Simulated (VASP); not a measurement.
GaN: dielectric tensor with PBE

The system is GaN.

```
Ga N
1.0
     0.00000    2.13524    2.13524
     2.13524    0.00000    2.13524
     2.13524    2.13524    0.00000
Ga N
1 1
Direct
  0.00000 0.00000 0.00000
  0.50000 0.50000 0.50000
```

```
Program                : VASP 6.6.1
Task                   : dielectric tensor
Functional             : PBE
Potentials or basis    : VASP PAW PBE potentials, release 64 (Ga_d, N)
Cutoff                 : 520 eV
k mesh                 : 10 × 10 × 10
Occupations            : gaussian, width 0.01 eV
Spin                   : no spin polarisation
Dipole correction      : no
Further INCAR settings : ALGO = Normal; EDIFF = 1e-08
```

```
Band gap on the k mesh                  : 0.43 eV, indirect (least direct gap 2.37 eV)
Electronic dielectric tensor (diagonal) : 8.59
Born charges (mean of the diagonal)     : Ga +3.62; N -3.62 e
```

Levels at points of the mesh, in eV from the valence-band top:
```
           k point  band 5  band 6  band 7  band 8  band 9  band 10  band 11  band 12  band 13
(0.00, 0.00, 0.00)  -13.89  -13.89   -0.45   -0.45   -0.45     1.91    14.57    14.57    14.57
(0.50, 0.00, 0.00)  -13.77  -13.77   -8.06   -0.14   -0.14     4.59     8.95     8.95     9.03
(0.50, 0.50, 0.00)  -13.72  -11.03   -6.86   -2.90   -2.90     0.43     7.82    11.64    14.13
```

Electronic dielectric tensor:
```
8.59 0.00 0.00
0.00 8.59 0.00
0.00 0.00 8.59
```

Born effective charge tensors (e):
atom 1, Ga
```
3.62 0.00 0.00
0.00 3.62 0.00
0.00 0.00 3.62
```
atom 2, N
```
-3.62  0.00  0.00
 0.00 -3.62  0.00
 0.00  0.00 -3.62
```

Wall time 4.8 min on 1 thread of AMD EPYC 7R43 64-Core Processor (Zen 3) (shared host), peak memory 0.17 GiB.

Caveat: the gap is small at this level, which inflates the dielectric constant. A k mesh can miss the band edges.
